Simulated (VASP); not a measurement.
# TiAl (Cm) in VASP: single point with LDA

Aim: the single point of TiAl with LDA.

All numbers are computed with VASP 6.6.1; they aren't measurements. Logs are shortened: lines on timing, memory, paths and dates and some standing lists are left out, and cuts for length are marked.

**1. The cell of the first run**

It takes space group Cm (No. 8, monoclinic). The conventional cell has a = 5.624 Å, b = 9.180 Å, c = 2.812 Å, α = 90.00°, β = 120.00°, γ = 90.00°. Within 3.5 Å of Ti (site symmetry 1) lie 6 Al at 2.62 to 3.01 Å and 6 Ti at 2.81 Å. Al (site symmetry m) has 6 Al at 2.62 to 3.01 Å and 6 Ti at 2.73 to 3.01 Å within 3.5 Å. Al (site symmetry m) has 6 Al at 2.62 to 3.01 Å and 6 Ti at 2.62 to 2.92 Å within 3.5 Å.

**2. Single point, LDA (atoms displaced along several vibrational modes)**

INCAR reads:

```
SYSTEM = TiAl
ALGO = Fast
EDIFF = 1E-6
ENCUT = 520
GGA = CA
ISIF = 2
ISMEAR = 0
LASPH = .True.
LCHARG = .False.
LREAL = .False.
LWAVE = .False.
NBANDS = 23
NELM = 80
PREC = Accurate
SIGMA = 0.15
```

KPOINTS reads:

```
k-points
0
Gamma
  16 16 16
  0 0 0
```

POSCAR reads:

```
TiAl
1.0
   -2.8120068102      0.0000000000      0.0000000000
    0.0000000000      4.8705386665      0.0000000000
    1.4060034051     -2.4352693333     -4.5900455634
Ti Al
2 2
Direct
    0.4699553996      0.5040325328      0.0080650657
   -0.0381096661     -0.0040325328     -0.0080650657
    0.8104550456      0.0601326141      0.5000000000
    0.3104550456      0.6065340525      0.5000000000
```

Potentials or basis: VASP PAW LDA potentials, release 64 (Ti_sv, Al).

On the command line:

```bash
> cat potpaw_LDA.64/Ti_sv/POTCAR potpaw_LDA.64/Al/POTCAR > POTCAR
> mpirun -np 1 vasp_std > vasp.out
```

OUTCAR:

```text
SYSTEM = TiAl
   EDIFF = 1E-6
   ENCUT = 520
   GGA = CA
   ISIF = 2
   ISMEAR = 0
   LASPH = .True.
   LREAL = .False.
   NELM = 80
   PREC = Accurate

 ion  position               nearest neighbor table
   1  0.470  0.504  0.008-   4 2.62   3 2.73   3 2.76   2 2.81   2 2.81   2 2.81   2 2.81   4 2.90
                             4 2.92   3 3.01
   2  0.962  0.996  0.992-   4 2.62   3 2.73   3 2.76   1 2.81   1 2.81   1 2.81   1 2.81   4 2.90
                             4 2.92   3 3.01
   3  0.810  0.060  0.500-   4 2.62   4 2.62   2 2.73   1 2.73   1 2.76   2 2.76   4 3.01   4 3.01
                             1 3.01   2 3.01
   4  0.310  0.607  0.500-   3 2.62   3 2.62   1 2.62   2 2.62   1 2.90   2 2.90   2 2.92   1 2.92
                             3 3.01   3 3.01

  LATTYP: Found a body centered orthorhombic cell.
 ALAT       =     2.8120068102
 B/A-ratio  =     1.7320508076
 C/A-ratio  =     3.2646048699

  Lattice vectors:

 A1 = (  -1.4060034051,   2.4352693333,   4.5900455634)
 A2 = (   1.4060034051,  -2.4352693332,   4.5900455634)
 A3 = (   1.4060034051,   2.4352693332,  -4.5900455634)

Analysis of symmetry for initial positions (statically):
=====================================================================
 Subroutine PRICEL returns:
 Original cell was already a primitive cell.

 Routine SETGRP: Setting up the symmetry group for a
 body centered orthorhombic supercell.

 Subroutine GETGRP returns: Found  2 space group operations
 (whereof  1 operations were pure point group operations)
 out of a pool of  8 trial point group operations.

The static configuration has the point symmetry C_1 .
 The point group associated with its full space group is C_1h.

Analysis of symmetry for dynamics (positions and initial velocities):
=====================================================================
 Subroutine PRICEL returns:
 Original cell was already a primitive cell.

 Routine SETGRP: Setting up the symmetry group for a
 body centered orthorhombic supercell.

 Subroutine GETGRP returns: Found  2 space group operations
 (whereof  1 operations were pure point group operations)
 out of a pool of  8 trial point group operations.

The dynamic configuration has the point symmetry C_1 .
 The point group associated with its full space group is C_1h.

 Subroutine INISYM returns: Found  2 space group operations
 (whereof  1 operations are pure point group operations),
 and found     1 'primitive' translations

----------------------------------------------------------------------------------------

                                     Primitive cell

  volume of cell :      62.8652

  direct lattice vectors                    reciprocal lattice vectors
    -2.812006810  0.000000000  0.000000000    -0.355617915  0.000000000 -0.108931381
     0.000000000  4.870538666  0.000000000     0.000000000  0.205316099 -0.108931381
     1.406003405 -2.435269333 -4.590045563     0.000000000  0.000000000 -0.217862761

  length of vectors
     2.812006810  4.870538666  5.382926767     0.371927610  0.232423635  0.217862761

  position of ions in fractional coordinates (direct lattice)
     0.469955400  0.504032533  0.008065066
     0.961890334  0.995967467  0.991934934
     0.810455046  0.060132614  0.500000000
     0.310455046  0.606534053  0.500000000

  ion indices of the primitive-cell ions
   primitive index   ion index
                 1           1
                 2           2
                 3           3
                 4           4

----------------------------------------------------------------------------------------

 KPOINTS: k-points

Automatic generation of k-mesh.
 Grid dimensions read from file:
 generate k-points for:   16   16   16

 Generating k-lattice:

  Cartesian coordinates                     Fractional coordinates (reciprocal lattice)
    -0.022226120  0.000000000 -0.006808211     0.062500000  0.000000000  0.000000000
     0.000000000  0.012832256 -0.006808211     0.000000000  0.062500000  0.000000000
     0.000000000  0.000000000 -0.013616423     0.000000000  0.000000000  0.062500000

  Length of vectors
     0.023245476  0.014526477  0.013616423

  Shift w.r.t. Gamma in fractional coordinates (k-lattice)
     0.000000000  0.000000000  0.000000000

 Subroutine IBZKPT returns following result:
 ===========================================

 Found   1098 irreducible k-points:

 Following reciprocal coordinates:
            Coordinates               Weight
  0.000000  0.000000  0.000000      1.000000
  0.062500  0.000000  0.000000      4.000000
  0.125000  0.000000  0.000000      4.000000
  0.187500  0.000000  0.000000      4.000000
  0.250000  0.000000  0.000000      4.000000
  0.312500  0.000000 -0.000000      4.000000
[... 16 lines left out ...]
  0.437500  0.062500  0.000000      4.000000
  0.437500 -0.062500 -0.437500      4.000000
 [... further k-points ...]
   k-points           NKPTS =   1098   k-points in BZ     NKDIM =   1098   number of bands    NBANDS=     23
   number of dos      NEDOS =    301   number of ions     NIONS =      4
   total plane-waves  NPLWV =  34560
   dimension x,y,z NGX =    24 NGY =   36 NGZ =   40
   dimension x,y,z NGXF=    48 NGYF=   72 NGZF=   80
   ions per type =               2   2
   NGX,Y,Z   is equivalent  to a cutoff of  14.19, 12.29, 12.35 a.u.
   NGXF,Y,Z  is equivalent  to a cutoff of  28.38, 24.58, 24.71 a.u.
 SYSTEM =  TiAl
   PREC   = accura    normal or accurate (medium, high low for compatibility)
   ISTART =      0    job   : 0-new  1-cont  2-samecut
   ICHARG =      2    charge: 1-file 2-atom 10-const
   ISPIN  =      1    spin polarized calculation?
   LNONCOLLINEAR =      F non collinear calculations
   LSORBIT =      F    spin-orbit coupling
   LASPH  =      T    aspherical Exc in radial PAW
   ENCUT  =  520.0 eV  38.22 Ry    6.18 a.u.   5.23  9.06 10.01*2*pi/ulx,y,z
   NELM   =     80;   NELMIN=  2; NELMDL= -5     # of ELM steps
   EDIFF  = 0.1E-05   stopping-criterion for ELM
   LREAL  =      F    real-space projection
   EDIFFG = 0.1E-04   stopping-criterion for IOM
   NSW    =      0    number of steps for IOM
   IBRION =     -1    ionic relax: 0-MD 1-quasi-New 2-CG
   NFREE  =      0    steps in history (QN), initial steepest desc. (CG)
   ISIF   =      2    stress and relaxation
   ISYM   =      2    0-nonsym 1-usesym 2-fastsym
   POTIM  = 0.5000    time-step for ionic-motion
   TEBEG  =    0.0;   TEEND  =   0.0 temperature during run
   PSTRESS=    0.0 pullay stress
   NELECT =      30.0000    total number of electrons
   NUPDOWN=      -1.0000    fix difference up-down
   EMIN   =  10.00;   EMAX   =-10.00  energy-range for DOS
   EFERMI =   0.00;   METHOD = LEGACY
   ISMEAR =     0;   SIGMA  =   0.15  broadening in eV -4-tet -1-fermi 0-gaus
   EFERMI_NEDOS =   21; number of points for ismear=-14 and -15
   IALGO  =     68    algorithm
   IMIX   =      4    mixing-type and parameters
     AMIX     =   0.40;   BMIX     =  1.00
     AMIX_MAG =   1.60;   BMIX_MAG =  1.00
  volume/ion in A,a.u.               =      15.72       106.06
  Fermi-wavevector in a.u.,A,eV,Ry     =   1.279318  2.417560 22.268032  1.636654
  Thomas-Fermi vector in A             =   2.411810
   LORBIT       =      0    0 simple, 1 ext, 2 COOP (PROOUT), +10 PAW based schemes
   GGA     = CA    functional components
   LHFCALC =     F    Hartree Fock is set to
   AEXX    =    0.0000 exact exchange contribution
   IVDW    =     0    specifies the selected vdW correction
   LEPSILON=     F    determine dielectric tensor
   LRPA    =     F    only Hartree local field effects (RPA)
 non-spin polarized calculation
 RMM-DIIS sequential band-by-band and
 Gauss-broadening in eV      SIGMA  =   0.15
  energy-cutoff  :      520.00
  volume of cell :       62.87
 maximum number of plane-waves:      1713
 NGX is ok and might be reduce to    24
   NGX = 11   NGY = 19   NGZ = 19

 number of electron      29.9999998 magnetization

 Free energy of the ion-electron system (eV)
  ---------------------------------------------------
  ext. energy  EPLUGINS =         0.00000000
  ---------------------------------------------------
  free energy    TOTEN  =       -26.21890922 eV

  energy without entropy =      -26.16740693  energy(sigma->0) =      -26.19315808

 E-fermi :   8.2676     XC(G=0): -11.3914

 val. band max:        8.2674523360   @ k =   0.2500   0.1875  -0.3125
 cond. band min:       8.2680401868   @ k =   0.3750   0.1875   0.1875
 fundamental gap:      0.0005878508
 Fermi energy:         8.2676124200

 k-point     1 :       0.0000    0.0000    0.0000
  band No.  band energies     occupation
      1     -47.4460      2.00000
      2     -47.3198      2.00000
      3     -24.3769      2.00000
      4     -24.1749      2.00000
      5     -24.0590      2.00000
      6     -23.8261      2.00000
[... 15 lines left out ...]
     22      11.3159      0.00000
     23      12.3822      0.00000

 k-point     2 :       0.0625    0.0000    0.0000
  band No.  band energies     occupation
      1     -47.4425      2.00000
      2     -47.3186      2.00000
      3     -24.3683      2.00000
      4     -24.1716      2.00000
      5     -24.0578      2.00000
      6     -23.8440      2.00000
[... 15 lines left out ...]
     22      11.3642      0.00000
     23      12.4259      0.00000

 k-point     3 :       0.1250    0.0000    0.0000
  band No.  band energies     occupation
      1     -47.4321      2.00000
      2     -47.3153      2.00000
      3     -24.3427      2.00000
      4     -24.1619      2.00000
      5     -24.0545      2.00000
      6     -23.8943      2.00000
[... 15 lines left out ...]
     22      11.4351      0.00000
     23      12.5740      0.00000

 k-point     4 :       0.1875    0.0000    0.0000
  band No.  band energies     occupation
      1     -47.4162      2.00000
      2     -47.3108      2.00000
      3     -24.3019      2.00000
      4     -24.1470      2.00000
      5     -24.0501      2.00000
      6     -23.9684      2.00000
[... 15 lines left out ...]
     22      11.4453      0.00000
     23      12.8579      0.00000

 k-point     5 :       0.2500    0.0000    0.0000
  band No.  band energies     occupation
      1     -47.3963      2.00000
      2     -47.3065      2.00000
      3     -24.2482      2.00000
      4     -24.1287      2.00000
      5     -24.0534      2.00000
      6     -24.0459      2.00000
[... 15 lines left out ...]
     22      11.3840      0.00000
     23      12.7997      0.00000

 k-point     6 :       0.3125    0.0000   -0.0000
  band No.  band energies     occupation
      1     -47.3746      2.00000
      2     -47.3039      2.00000
      3     -24.1853      2.00000
      4     -24.1373      2.00000
      5     -24.1060      2.00000
      6     -24.0523      2.00000
[... 15 lines left out ...]
     22      11.2634      0.00000
     23      12.3619      0.00000

 k-point     7 :       0.3750    0.0000    0.0000
  band No.  band energies     occupation
      1     -47.3534      2.00000
      2     -47.3046      2.00000
      3     -24.2031      2.00000
      4     -24.1422      2.00000
      5     -24.1150      2.00000
      6     -24.0862      2.00000
[... 353 lines left out ...]
     22      11.1954      0.00000
     23      12.2024      0.00000

 k-point    21 :       0.3750    0.0625    0.0000
  band No.  band energies     occupation
      1     -47.3529      2.00000
      2     -47.3051      2.00000
      3     -24.2230      2.00000
      4     -24.1470      2.00000
      5     -24.0963      2.00000
      6     -24.0810      2.00000
[... 15 lines left out ...]
     22      11.4802      0.00000
     23      12.1861      0.00000

 k-point    22 :       0.3750   -0.0625   -0.3750
  band No.  band energies     occupation
      1     -47.3529      2.00000
      2     -47.3050      2.00000
      3     -24.2148      2.00000
      4     -24.1505      2.00000
      5     -24.1016      2.00000
      6     -24.0850      2.00000
[... 15 lines left out ...]
     22      11.4826      0.00000
     23      12.1342      0.00000

 k-point    23 :       0.4375    0.0625    0.0000
  band No.  band energies     occupation
      1     -47.3342      2.00000
      2     -47.3099      2.00000
      3     -24.2523      2.00000
      4     -24.2147      2.00000
      5     -24.0714      2.00000
      6     -24.0476      2.00000
[... 15 lines left out ...]
     22      11.5420      0.00000
     23      12.3269      0.00000

 k-point    24 :       0.4375   -0.0625   -0.4375
  band No.  band energies     occupation
      1     -47.3343      2.00000
      2     -47.3098      2.00000
      3     -24.2474      2.00000
      4     -24.2182      2.00000
      5     -24.0716      2.00000
      6     -24.0473      2.00000
[... 15 lines left out ...]
     22      11.5257      0.00000
     23      12.3151      0.00000

 [... further k-points ...]

------------------------ aborting loop because EDIFF is reached ----------------------------------------

  FORCE on cell =-STRESS in cart. coord.  units (eV):
  Direction    XX          YY          ZZ          XY          YZ          ZX
  --------------------------------------------------------------------------------------
  -------------------------------------------------------------------------------------
  Total        0.1773955      0.8616739      1.1768354     -1.6741796      0.0000000      0.0000000
  in kB        4.5210876     21.9605473     29.9927276    -42.6679977      0.0000000      0.0000000
  external PRESSURE =      18.8247875 kB  Pullay stress =       0.0000000 kB

 VOLUME and BASIS-vectors are now :
 -----------------------------------------------------------------------------
  energy-cutoff  :      520.00
  volume of cell :       62.87
      direct lattice vectors                 reciprocal lattice vectors
    -2.812006810  0.000000000  0.000000000    -0.355617915  0.000000000 -0.108931381
     0.000000000  4.870538666  0.000000000     0.000000000  0.205316099 -0.108931381
     1.406003405 -2.435269333 -4.590045563     0.000000000  0.000000000 -0.217862761

 POSITION                                       TOTAL-FORCE (eV/Angst)
 -----------------------------------------------------------------------------------
     -1.31018      2.43527     -0.03702        -0.552548      0.146349      0.720929
     -1.31018      2.43527     -4.55303        -0.552548      0.146349     -0.720929
     -1.57600     -0.92476     -2.29502         0.392323      1.071960      0.000000
     -0.17000      1.73651     -2.29502         0.712773     -1.364657      0.000000
 -----------------------------------------------------------------------------------
    total drift:                                0.000007      0.000065      0.000007

  FREE ENERGIE OF THE ION-ELECTRON SYSTEM (eV)
  ---------------------------------------------------
  free  energy   TOTEN  =       -26.2189092178 eV

  energy  without entropy=      -26.1674069345  energy(sigma->0) =      -26.19315808
```

Wall time 70 min (1 thread of AMD EPYC 9755, shared host); peak memory 1.2 GiB.

Results:

```yaml
Free_energy: -26.2189 eV
Pressure: 1.9 GPa
Largest_force: 1.540 eV/Å
Band_gap_on_the_k_mesh: zero (bands 15 and 16 overlap by 1.00 eV)
```

Forces on the atoms (eV/Å):
```
Ti  -0.553  0.146  0.721
Ti  -0.553  0.146 -0.721
Al   0.392  1.072  0.000
Al   0.713 -1.365  0.000
```

Levels at points of the mesh, in eV from the Fermi level:
| k point | band 12 | band 13 | band 14 | band 15 | band 16 | band 17 | band 18 | band 19 |
| --- | --- | --- | --- | --- | --- | --- | --- | --- |
| (0.00, 0.00, 0.00) | -2.13 | -2.05 | -1.73 | 0.66 | 0.92 | 1.29 | 1.32 | 1.94 |
| (0.50, 0.00, 0.00) | -1.32 | -0.90 | -0.75 | -0.31 | 0.08 | 0.32 | 0.57 | 2.30 |
| (0.00, 0.50, 0.00) | -2.67 | -0.59 | -0.36 | 0.32 | 0.47 | 1.79 | 2.07 | 2.41 |
| (0.50, 0.50, 0.00) | -2.47 | -1.83 | -1.55 | -1.02 | 0.54 | 0.87 | 1.96 | 2.11 |
| (0.50, 0.50, 0.50) | -2.24 | -2.06 | -1.83 | -1.07 | 0.71 | 1.03 | 1.91 | 2.18 |
| (0.00, 0.00, 0.50) | -2.81 | -1.70 | -1.13 | -0.56 | 1.30 | 1.33 | 2.16 | 2.74 |

Caveat: the cell differs from its parent crystal (atoms displaced along several vibrational modes); forces of over 1 eV/Å act on the atoms, so gaps and moduli don't describe the material at rest.
